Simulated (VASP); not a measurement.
# TiAl (P-6m2) in VASP: notebook, part 2 of 2

VASP 6.6.1. Earlier steps stand in the parts before.

**3. Single point, PBE**

This run uses another cell than the first one, of 14.70 Å³/atom.

Contents of INCAR:

```
SYSTEM = TiAl
PREC = Accurate
ENCUT = 520
EDIFF = 1E-7
ISMEAR = 0
SIGMA = 0.15
LREAL = .FALSE.
LASPH = .TRUE.
NELM = 100
ALGO = Fast
ISIF = 2
LWAVE = .FALSE.
LCHARG = .FALSE.
GGA = PE
NBANDS = 14
```

Contents of KPOINTS:

```
Automatic mesh
0
G
  18 18 10
  0 0 0
```

Contents of POSCAR:

```
TiAl
1.0
    2.8809683428      0.0000000000      0.0000000000
   -1.4404841714      2.4949917724      0.0000000000
    0.0000000000      0.0000000000      4.0906000000
Ti Al
1 1
Direct
    0.0000000000      0.0000000000      0.0000000000
    0.3333333333      0.6666666667      0.5000000000
```

Potentials or basis: VASP PAW PBE potentials, release 64 (Ti_sv, Al).

Run with:

```console
$ cat potpaw_PBE.64/Ti_sv/POTCAR potpaw_PBE.64/Al/POTCAR > POTCAR
$ mpirun -np 1 vasp_std > vasp.out
```

OUTCAR:

```text
SYSTEM = TiAl
   PREC = Accurate
   ENCUT = 520
   EDIFF = 1E-7
   ISMEAR = 0
   LREAL = .FALSE.
   LASPH = .TRUE.
   NELM = 100
   ISIF = 2
   GGA = PE

 ion  position               nearest neighbor table
   1  0.000  0.000  0.000-   2 2.64   2 2.64   2 2.64   2 2.64   2 2.64   2 2.64
   2  0.333  0.667  0.500-   1 2.64   1 2.64   1 2.64   1 2.64   1 2.64   1 2.64

  LATTYP: Found a hexagonal cell.
 ALAT       =     2.8809683428
 C/A-ratio  =     1.4198698192

  Lattice vectors:

 A1 = (   2.8809683428,   0.0000000000,   0.0000000000)
 A2 = (  -1.4404841714,   2.4949917724,   0.0000000000)
 A3 = (   0.0000000000,   0.0000000000,   4.0906000000)

Analysis of symmetry for initial positions (statically):
=====================================================================
 Subroutine PRICEL returns:
 Original cell was already a primitive cell.

 Routine SETGRP: Setting up the symmetry group for a
 hexagonal supercell.

 Subroutine GETGRP returns: Found 12 space group operations
 (whereof 12 operations were pure point group operations)
 out of a pool of 24 trial point group operations.

The static configuration has the point symmetry D_3h.

Analysis of symmetry for dynamics (positions and initial velocities):
=====================================================================
 Subroutine PRICEL returns:
 Original cell was already a primitive cell.

 Routine SETGRP: Setting up the symmetry group for a
 hexagonal supercell.

 Subroutine GETGRP returns: Found 12 space group operations
 (whereof 12 operations were pure point group operations)
 out of a pool of 24 trial point group operations.

The dynamic configuration has the point symmetry D_3h.

 Subroutine INISYM returns: Found 12 space group operations
 (whereof 12 operations are pure point group operations),
 and found     1 'primitive' translations

----------------------------------------------------------------------------------------

                                     Primitive cell

  volume of cell :      29.4032

[... 120 lines left out ...]
 RMM-DIIS sequential band-by-band and
 Gauss-broadening in eV      SIGMA  =   0.15
  energy-cutoff  :      520.00
  volume of cell :       29.40
 maximum number of plane-waves:       814
 NGX is ok and might be reduce to    24
   NGX = 11   NGY = 11   NGZ = 15

 number of electron      15.0000005 magnetization

 Free energy of the ion-electron system (eV)
  ---------------------------------------------------
  ext. energy  EPLUGINS =         0.00000000
  ---------------------------------------------------
  free energy    TOTEN  =       -11.69045661 eV

  energy without entropy =      -11.66156204  energy(sigma->0) =      -11.67600932

 E-fermi :   9.1018     XC(G=0): -11.4679

 val. band max:        9.1017050978   @ k =   0.3333   0.3333   0.3000
 cond. band min:       9.1041400676   @ k =   0.3333   0.2778   0.4000
 fundamental gap:      0.0024349698
 Fermi energy:         9.1018364236

 k-point     1 :       0.0000    0.0000    0.0000
  band No.  band energies     occupation
      1     -47.1768      2.00000
      2     -23.5538      2.00000
      3     -23.1040      2.00000
      4     -23.1040      2.00000
      5      -0.1483      2.00000
      6       7.0968      2.00000
      7       8.6237      1.99999
      8      10.3673      0.00000
      9      10.3673      0.00000
     10      11.8228      0.00000
     11      11.8228      0.00000
     12      15.4811      0.00000
     13      21.5047      0.00000
     14      21.5047      0.00000
[... 377 lines left out ...]
      1     -47.0844      2.00000
      2     -23.6397      2.00000
      3     -23.4575      2.00000
      4     -23.2733      2.00000
      5       4.4647      2.00000
      6       6.6862      2.00000
      7       7.6815      2.00000
      8       8.1933      2.00000
      9      10.6068      0.00000
     10      12.6009      0.00000
     11      13.8664      0.00000
     12      14.9923      0.00000
     13      15.0481      0.00000
     14      16.7939      0.00000

 [... further k-points ...]

------------------------ aborting loop because EDIFF is reached ----------------------------------------

  FORCE on cell =-STRESS in cart. coord.  units (eV):
  Direction    XX          YY          ZZ          XY          YZ          ZX
  --------------------------------------------------------------------------------------
  -------------------------------------------------------------------------------------
  Total        2.4365787      2.4365787      6.6143936      0.0000000      0.0000000     -0.0000000
  in kB      132.7689150    132.7689150    360.4176079      0.0000000      0.0000000     -0.0000000
  external PRESSURE =     208.6518127 kB  Pullay stress =       0.0000000 kB

 VOLUME and BASIS-vectors are now :
 -----------------------------------------------------------------------------
  energy-cutoff  :      520.00
  volume of cell :       29.40
      direct lattice vectors                 reciprocal lattice vectors
     2.880968343  0.000000000  0.000000000     0.347105515  0.200401462  0.000000000
    -1.440484171  2.494991772  0.000000000     0.000000000  0.400802925  0.000000000
     0.000000000  0.000000000  4.090600000     0.000000000  0.000000000  0.244462915

 POSITION                                       TOTAL-FORCE (eV/Angst)
 -----------------------------------------------------------------------------------
      0.00000      0.00000      0.00000         0.000000     -0.000000      0.000000
     -0.00000      1.66333      2.04530        -0.000000      0.000000      0.000000
 -----------------------------------------------------------------------------------
    total drift:                                0.000000     -0.000000      0.000000

  FREE ENERGIE OF THE ION-ELECTRON SYSTEM (eV)
  ---------------------------------------------------
  free  energy   TOTEN  =       -11.6904566121 eV

  energy  without entropy=      -11.6615620378  energy(sigma->0) =      -11.67600932
```

Run time: 4.4 min. Hardware: 1 thread of Intel Xeon 8259CL, shared host; peak memory 0.22 GiB.

Results:

| Quantity | Value |
| --- | --- |
| Free energy | -11.6905 eV |
| Pressure | 20.9 GPa |
| Band gap on the k mesh | zero (an odd number of electrons rules out a gap without spin polarisation) |

Caveat: the stress differs along the axes, from 13 to 36 GPa.

**4. Single point, PBE**

This run uses another cell than the first one, of 14.78 Å³/atom.

Contents of INCAR:

```
  ALGO = Normal
  EDIFF = 1E-6
  ENCUT = 520
  GGA = PE
  ISIF = 2
  ISMEAR = 0
  LASPH = T
  LCHARG = T
  LELF = T
  LREAL = F
  LVHAR = T
  LWAVE = F
  NBANDS = 14
  NELM = 100
  PREC = Accurate
  SIGMA = 0.15
```

Contents of KPOINTS:

```
k-points
0
Gamma
  18 18 10
```

Contents of POSCAR:

```
TiAl
1.0
    2.7369000000      0.0000000000      0.0000000000
   -1.3684500000      2.3702249276      0.0000000000
    0.0000000000      0.0000000000      4.5554000000
Ti Al
1 1
Direct
    0.0000000000      0.0000000000      0.0000000000
    0.3333333333      0.6666666667      0.5000000000
```

Run with:

```console
$ cat potpaw_PBE.64/Ti_sv/POTCAR potpaw_PBE.64/Al/POTCAR > POTCAR
$ mpirun -np 1 vasp_std > vasp.out
```

Wall time 1.8 min (1 thread of Intel Xeon 8259CL, shared host); peak memory 0.22 GiB.

The run converged. Its results:

```
Free energy            : -11.9189 eV
Pressure               : 15.9 GPa
Band gap on the k mesh : zero (an odd number of electrons rules out a gap without spin polarisation)
```

Stress tensor (GPa, compression positive):
```
16.90  0.00  0.00
 0.00 16.90  0.00
 0.00  0.00 13.79
```

Levels at points of the mesh, in eV from the Fermi level:
| k point | band 4 | band 5 | band 6 | band 7 | band 8 | band 9 | band 10 | band 11 |
| --- | --- | --- | --- | --- | --- | --- | --- | --- |
| (0.00, 0.00, 0.00) | -32.03 | -9.60 | -2.52 | -2.08 | 1.42 | 1.42 | 3.23 | 3.23 |
| (0.50, 0.00, 0.00) | -32.23 | -4.01 | -2.81 | -1.86 | -1.25 | 2.42 | 4.35 | 4.60 |
| (0.00, 0.00, 0.50) | -32.03 | -8.64 | -5.60 | -0.67 | 1.43 | 1.43 | 3.16 | 3.16 |
| (0.50, 0.00, 0.50) | -32.23 | -3.99 | -2.56 | -2.09 | 0.79 | 0.98 | 2.23 | 3.20 |

Caveat: the cell stands under pressure.

**5. Single point, PBE**

This run uses another cell than the first one, of 14.83 Å³/atom.

Contents of INCAR:

```
SYSTEM = TiAl
PREC     = Accurate       ! precision mode
ENCUT    = 520            ! plane-wave cutoff, eV
EDIFF    = 1E-7           ! SCF threshold, eV
ISMEAR   = 0              ! smearing method
SIGMA    = 0.15           ! smearing width, eV
LREAL    = .False.        ! projectors in reciprocal space
LASPH    = .True.         ! aspherical terms in the spheres
NELM     = 80             ! most SCF steps
ALGO     = Normal         ! electronic algorithm
ISIF     = 2              ! what is computed and relaxed
LWAVE    = .False.        ! write WAVECAR
LCHARG   = .False.        ! write CHGCAR
GGA      = PE             ! functional
NBANDS   = 14             ! bands
```

Contents of KPOINTS:

```
Automatic mesh
0
Gamma
  18 18 10
  0 0 0
```

Contents of POSCAR:

```
TiAl
1.0
    2.8450000000      0.0000000000      0.0000000000
   -1.4225000000      2.4638422738      0.0000000000
    0.0000000000      0.0000000000      4.2301000000
Ti Al
1 1
Direct
    0.0000000000      0.0000000000      0.0000000000
    0.3333333333      0.6666666667      0.5000000000
```

Run with:

```console
$ cat potpaw_PBE.64/Ti_sv/POTCAR potpaw_PBE.64/Al/POTCAR > POTCAR
$ mpirun -np 1 vasp_std > vasp.out
```

Run time: 1.9 min. Hardware: 1 thread of Intel Xeon 8259CL, shared host; peak memory 0.22 GiB.

The run converged. Its results:

* Free energy: -11.8296 eV
* Pressure: 18.0 GPa
* Band gap on the k mesh: zero (an odd number of electrons rules out a gap without spin polarisation)

Stress tensor (GPa, compression positive):
```
12.73  0.00  0.00
 0.00 12.73  0.00
 0.00  0.00 28.56
```

Levels at points of the mesh, in eV from the Fermi level:
```csv
k point,band 6,band 7,band 8,band 9,band 10,band 11
"(0.00, 0.00, 0.00)",-2.12,-0.98,1.33,1.33,2.85,2.85
"(0.50, 0.00, 0.00)",-3.04,-1.65,-1.05,2.09,4.20,4.85
"(0.00, 0.00, 0.50)",-5.33,0.03,1.36,1.36,2.67,2.67
"(0.50, 0.00, 0.50)",-2.34,-1.99,0.61,1.24,1.71,4.14
```

Caveat: the stress differs along the axes, from 13 to 29 GPa.

**6. Single point, PBE**

This run uses another cell than the first one, of 14.86 Å³/atom.

Contents of INCAR:

```
ALGO = Normal ; EDIFF = 1E-6
ENCUT = 520 ; GGA = PE
ISIF = 2 ; ISMEAR = 0
LASPH = T ; LCHARG = F
LREAL = F ; LWAVE = F
NBANDS = 14 ; NELM = 100
PREC = Accurate ; SIGMA = 0.15
```

Contents of KPOINTS:

```
k-points
0
Gamma
  18 18 10
```

Contents of POSCAR:

```
TiAl
1.0
    2.7729000000      0.0000000000      0.0000000000
   -1.3864500000      2.4014018422      0.0000000000
    0.0000000000      0.0000000000      4.4625000000
Ti Al
1 1
Direct
    0.0000000000      0.0000000000      0.0000000000
    0.3333333333      0.6666666667      0.5000000000
```

Potentials or basis: VASP PAW PBE potentials, release 64 (Ti_sv, Al).

Run with:

```console
$ cat potpaw_PBE.64/Ti_sv/POTCAR potpaw_PBE.64/Al/POTCAR > POTCAR
$ mpirun -np 1 vasp_std > vasp.out
```

It took 1.9 min on 1 thread of Intel Xeon 8259CL, shared host; peak memory 0.23 GiB.

The run converged. Its results:

- Free energy: -11.9338 eV
- Pressure: 15.6 GPa
- Band gap on the k mesh: zero (an odd number of electrons rules out a gap without spin polarisation)

Stress tensor (GPa, compression positive):
```
14.43  0.00  0.00
 0.00 14.43  0.00
 0.00  0.00 17.88
```

Levels at points of the mesh, in eV from the Fermi level:
| k point | band 3 | band 4 | band 5 | band 6 | band 7 | band 8 | band 9 | band 10 | band 11 | band 12 |
| --- | --- | --- | --- | --- | --- | --- | --- | --- | --- | --- |
| (0.00, 0.00, 0.00) | -32.08 | -32.08 | -9.47 | -2.38 | -1.76 | 1.41 | 1.41 | 3.12 | 3.12 | 4.66 |
| (0.50, 0.00, 0.00) | -32.48 | -32.26 | -4.02 | -2.87 | -1.78 | -1.16 | 2.33 | 4.49 | 4.54 | 4.69 |
| (0.00, 0.00, 0.50) | -32.08 | -32.08 | -8.41 | -5.50 | -0.45 | 1.42 | 1.42 | 3.02 | 3.02 | 7.43 |
| (0.50, 0.00, 0.50) | -32.49 | -32.26 | -4.00 | -2.49 | -2.03 | 0.73 | 1.05 | 2.08 | 3.48 | 4.49 |

Caveat: the cell stands under pressure.

**7. Summary**

| cell | gap on the mesh (eV) | pressure (GPa) |
| --- | --- | --- |
| a = 2.809, b = 2.809, c = 4.277 Å, angles 90.0, 90.0, 120.0°, 2 atoms | none | 19.8 |
| a = 2.881, b = 2.881, c = 4.091 Å, angles 90.0, 90.0, 120.0°, 2 atoms | none | 20.9 |
| a = 2.737, b = 2.737, c = 4.555 Å, angles 90.0, 90.0, 120.0°, 2 atoms | none | 15.9 |
| a = 2.845, b = 2.845, c = 4.230 Å, angles 90.0, 90.0, 120.0°, 2 atoms | none | 18.0 |
| a = 2.773, b = 2.773, c = 4.463 Å, angles 90.0, 90.0, 120.0°, 2 atoms | none | 15.6 |

Alike in all rows: task single point; level PBE; potentials or basis VASP PAW PBE potentials, release 64 (Ti_sv, Al); no spin polarisation; k mesh 18 × 18 × 10; cutoff (eV) 520; smearing gaussian 0.15 eV.

Caveats: the cell stands under pressure (at least some runs); the stress differs along the axes, from 15 to 29 GPa (at least some runs); the stress differs along the axes, from 13 to 36 GPa (at least some runs); the stress differs along the axes, from 13 to 29 GPa (at least some runs).

Absolute energies hang on the potentials; compare differences alone.
